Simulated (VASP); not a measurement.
# Pb in VASP: a series of runs, part 4 of 4

VASP 6.6.1.

**5. Electric field gradients, PBE (zz strain of +2 %)**

Input file INCAR:

```
ALGO = Normal
EDIFF = 1E-8
ENCUT = 520
GGA = PE
ISIF = 2
ISMEAR = -1
LASPH = True
LCHARG = False
LEFG = True
LREAL = False
LWAVE = False
NBANDS = 21
NELM = 80
PREC = Accurate
SIGMA = 0.05
```

Input file KPOINTS:

```
k-points
0
Gamma
  8 8 8
```

Input file POSCAR:

```
Pb
1.0
    0.0000000000      3.4390000555      3.5077800566
    3.4390000555      0.0000000000      3.5077800566
    3.4390000555      3.4390000555      0.0000000000
Pb
2
Direct
    0.0000000000      0.0000000000      0.0000000000
    0.2500000000      0.2500000000      0.2500000000
```

Potentials or basis: VASP PAW PBE potentials, release 64 (Pb_d).

Command:

```console
cat potpaw_PBE.64/Pb_d/POTCAR > POTCAR
mpirun -np 1 vasp_std > vasp.out
```

OUTCAR:

```text
EDIFF = 1E-8
   ENCUT = 520
   GGA = PE
   ISIF = 2
   ISMEAR = -1
   LASPH = True
   LREAL = False
   NELM = 80
   PREC = Accurate

 ion  position               nearest neighbor table
   1  0.000  0.000  0.000-   2 3.00   2 3.00   2 3.00   2 3.00
   2  0.250  0.250  0.250-   1 3.00   1 3.00   1 3.00   1 3.00

  LATTYP: Found a body centered tetragonal cell.
 ALAT       =     4.8634805195
 C/A-ratio  =     1.4424978336

  Lattice vectors:

 A1 = (  -3.4390000555,   0.0000000000,   3.5077800566)
 A2 = (   3.4390000555,   0.0000000000,   3.5077800566)
 A3 = (   0.0000000000,   3.4390000555,  -3.5077800566)

[... 789 lines left out ...]
  free  energy   TOTEN  =        -6.5858139965 eV

  energy  without entropy=       -6.5820244478  energy(sigma->0) =       -6.58391922

 Electric field gradients (V/A^2)
---------------------------------------------------------------------
 ion       V_xx      V_yy      V_zz      V_xy      V_xz      V_yz
---------------------------------------------------------------------
   1       9.021     9.021   -18.042     0.001     0.000     0.000
   2       9.021     9.021   -18.042     0.001     0.000     0.000
---------------------------------------------------------------------

 Electric field gradients after diagonalization (V/A^2)
 (convention: |V_zz| > |V_xx| > |V_yy|)
----------------------------------------------------------------------
 ion       V_xx      V_yy      V_zz     asymmetry (V_yy - V_xx)/ V_zz
----------------------------------------------------------------------
   1       9.022     9.020   -18.042       0.000
   2       9.022     9.020   -18.042       0.000
----------------------------------------------------------------------

           NMR quadrupolar parameters

 Cq : quadrupolar parameter    Cq=e*Q*V_zz/h
 eta: asymmetry parameters     (V_yy - V_xx)/ V_zz
 Q  : nuclear electric quadrupole moment in mb (millibarn)
----------------------------------------------------------------------
 ion       Cq(MHz)       eta       Q (mb)
----------------------------------------------------------------------
   1      -0.044       0.000       1.000
   2      -0.044       0.000       1.000
----------------------------------------------------------------------
```

OSZICAR:

```text
N       E                     dE             d eps       ncg     rms          rms(c)
DAV:   1     0.293694668243E+03    0.29369E+03   -0.13672E+04  2478   0.145E+03
DAV:   2     0.154980096159E+02   -0.27820E+03   -0.27235E+03  2488   0.393E+02
DAV:   3    -0.579389463082E+01   -0.21292E+02   -0.21141E+02  2986   0.137E+02
DAV:   4    -0.656334658819E+01   -0.76945E+00   -0.76923E+00  2911   0.313E+01
DAV:   5    -0.660907835358E+01   -0.45732E-01   -0.45731E-01  3770   0.669E+00    0.146E+00
DAV:   6    -0.659067290261E+01    0.18405E-01   -0.29161E-02  3487   0.230E+00    0.845E-01
DAV:   7    -0.658435556147E+01    0.63173E-02   -0.26511E-02  3407   0.212E+00    0.162E-01
DAV:   8    -0.658552277721E+01   -0.11672E-02   -0.47775E-03  2931   0.771E-01    0.384E-02
DAV:   9    -0.658579152308E+01   -0.26875E-03   -0.45687E-04  2813   0.249E-01    0.177E-02
DAV:  10    -0.658580893879E+01   -0.17416E-04   -0.53411E-05  2961   0.779E-02    0.506E-03
DAV:  11    -0.658581394798E+01   -0.50092E-05   -0.95032E-06  3280   0.251E-02    0.608E-04
DAV:  12    -0.658581389910E+01    0.48875E-07   -0.35855E-07  3344   0.545E-03    0.243E-04
DAV:  13    -0.658581397861E+01   -0.79510E-07   -0.13104E-08  2431   0.982E-04    0.116E-04
DAV:  14    -0.658581399691E+01   -0.18302E-07   -0.17673E-09  1934   0.385E-04    0.122E-05
DAV:  15    -0.658581399650E+01    0.41200E-09   -0.46019E-10  1684   0.279E-04
   1 F= -.65858140E+01 E0= -.65839192E+01  d E =-.378955E-02
```

It took 3.5 min on 1 thread of AMD EPYC 7R13 (Zen 3), shared host; peak memory 0.23 GiB.

Results:

```yaml
Free_energy: -6.5858 eV
Pressure: 1.6 GPa
Band_gap_on_the_k_mesh: zero (band 14 reaches 4.60 eV, above the bottom of band 15 at 3.50 eV)
```

Electric field gradients, principal values (V/Å²):
```tsv
atom	least	middle	greatest (by size)
1 Pb	9.020	9.022	-18.042
2 Pb	9.020	9.022	-18.042
```

Caveat: the cell differs from its parent crystal (zz strain of +2 %); without QUAD_EFG the Cq values of the log hold for a quadrupole moment of 1 mb, not for the nuclei; spin-orbit coupling is left out, which moves the levels of the heavy elements.

**6. Electric field gradients, PBE (volume scaled by 0.95)**

Input file INCAR:

```
PREC     = Accurate       # precision mode
ENCUT    = 520            # plane-wave cutoff, eV
EDIFF    = 1E-8           # SCF threshold, eV
ISMEAR   = -1             # smearing method
SIGMA    = 0.05           # smearing width, eV
LREAL    = F              # projectors in reciprocal space
LASPH    = T              # aspherical terms in the spheres
NELM     = 60             # most SCF steps
ALGO     = Normal         # electronic algorithm
ISIF     = 2              # what is computed and relaxed
LWAVE    = F              # write WAVECAR
LCHARG   = F              # write CHGCAR
GGA      = PE             # functional
LEFG     = T            
NBANDS   = 21             # bands
```

Input file KPOINTS:

```
Automatic mesh
0
Gamma
  8 8 8
```

Input file POSCAR:

```
Pb
1.0
    0.0000000000      3.3807006564      3.3807006564
    3.3807006564      0.0000000000      3.3807006564
    3.3807006564      3.3807006564      0.0000000000
Pb
2
Direct
    0.0000000000      0.0000000000      0.0000000000
    0.2500000000      0.2500000000      0.2500000000
```

Potentials or basis: VASP PAW PBE potentials, release 64 (Pb_d).

Command:

```console
cat potpaw_PBE.64/Pb_d/POTCAR > POTCAR
mpirun -np 1 vasp_std > vasp.out
```

OUTCAR:

```text
PREC = Accurate
   ENCUT = 520
   EDIFF = 1E-8
   ISMEAR = -1
   LREAL = F
   LASPH = T
   NELM = 60
   ISIF = 2
   GGA = PE

 ion  position               nearest neighbor table
   1  0.000  0.000  0.000-   2 2.93   2 2.93   2 2.93   2 2.93
   2  0.250  0.250  0.250-   1 2.93   1 2.93   1 2.93   1 2.93

  LATTYP: Found a face centered cubic cell.
 ALAT       =     6.7614013128

  Lattice vectors:

 A1 = (   0.0000000000,   3.3807006564,   3.3807006564)
 A2 = (   3.3807006564,   0.0000000000,   3.3807006564)
 A3 = (   3.3807006564,   3.3807006564,   0.0000000000)

Analysis of symmetry for initial positions (statically):
=====================================================================
 Subroutine PRICEL returns:
 Original cell was already a primitive cell.

 Routine SETGRP: Setting up the symmetry group for a
 face centered cubic supercell.

[... 764 lines left out ...]
  energy-cutoff  :      520.00
  volume of cell :       77.28
      direct lattice vectors                 reciprocal lattice vectors
     0.000000000  3.380700656  3.380700656    -0.147898336  0.147898336  0.147898336
     3.380700656  0.000000000  3.380700656     0.147898336 -0.147898336  0.147898336
     3.380700656  3.380700656  0.000000000     0.147898336  0.147898336 -0.147898336

 POSITION                                       TOTAL-FORCE (eV/Angst)
 -----------------------------------------------------------------------------------
      0.00000      0.00000      0.00000         0.000000      0.000000      0.000000
      1.69035      1.69035      1.69035        -0.000000     -0.000000     -0.000000
 -----------------------------------------------------------------------------------
    total drift:                                0.000000      0.000000      0.000000

  FREE ENERGIE OF THE ION-ELECTRON SYSTEM (eV)
  ---------------------------------------------------
  free  energy   TOTEN  =        -6.4803697733 eV

  energy  without entropy=       -6.4764054708  energy(sigma->0) =       -6.47838762

 Electric field gradients (V/A^2)
---------------------------------------------------------------------
 ion       V_xx      V_yy      V_zz      V_xy      V_xz      V_yz
---------------------------------------------------------------------
   1      -0.000    -0.000     0.000    -0.001    -0.001    -0.001
   2      -0.000    -0.000     0.000    -0.001    -0.001    -0.001
---------------------------------------------------------------------

 Electric field gradients after diagonalization (V/A^2)
 (convention: |V_zz| > |V_xx| > |V_yy|)
----------------------------------------------------------------------
 ion       V_xx      V_yy      V_zz     asymmetry (V_yy - V_xx)/ V_zz
----------------------------------------------------------------------
   1       0.001     0.001    -0.002       0.000
   2       0.001     0.001    -0.002       0.000
----------------------------------------------------------------------

           NMR quadrupolar parameters

 Cq : quadrupolar parameter    Cq=e*Q*V_zz/h
 eta: asymmetry parameters     (V_yy - V_xx)/ V_zz
 Q  : nuclear electric quadrupole moment in mb (millibarn)
----------------------------------------------------------------------
 ion       Cq(MHz)       eta       Q (mb)
----------------------------------------------------------------------
   1      -0.000       0.000       1.000
   2      -0.000       0.000       1.000
----------------------------------------------------------------------
```

It took 19 s on 1 thread of Intel Xeon 6975P-C (Granite Rapids), shared host; peak memory 0.21 GiB.

Results:

```
Free energy            : -6.4804 eV
Pressure               : 4.4 GPa
Band gap on the k mesh : zero (band 14 reaches 5.25 eV, above the bottom of band 15 at 4.01 eV)
```

Caveat: without QUAD_EFG the Cq values of the log hold for a quadrupole moment of 1 mb, not for the nuclei; spin-orbit coupling is left out, which moves the levels of the heavy elements.

**7. Summary**

| task | cell | k mesh for the DOS | occupations for the DOS | gap on the mesh (eV) | pressure (GPa) |
| --- | --- | --- | --- | --- | --- |
| electric field gradients | a = 4.943 Å, angles 60.0°, 2 atoms | - | - | none | 0.7 |
| electric field gradients | a = 4.959 Å, angles 60.0°, 2 atoms | - | - | none | 0.5 |
| density of states | a = 4.863 Å, angles 60.0°, 2 atoms | 12 × 12 × 12 | tetrahedron | - | - |
| electric field gradients | a = 4.912, b = 4.912, c = 4.863 Å, angles 60.3, 60.3, 59.3°, 2 atoms | - | - | none | 1.6 |
| electric field gradients | a = 4.781 Å, angles 60.0°, 2 atoms | - | - | none | 4.4 |

Alike in all rows: level PBE; potentials or basis VASP PAW PBE potentials, release 64 (Pb_d); no spin polarisation; k mesh 8 × 8 × 8; cutoff (eV) 520; smearing fermi-dirac 0.05 eV.

Caveats: spin-orbit coupling is left out, which moves the levels of the heavy elements.

Total energies depend on the potentials used, so only differences within one code and one set of settings carry meaning.
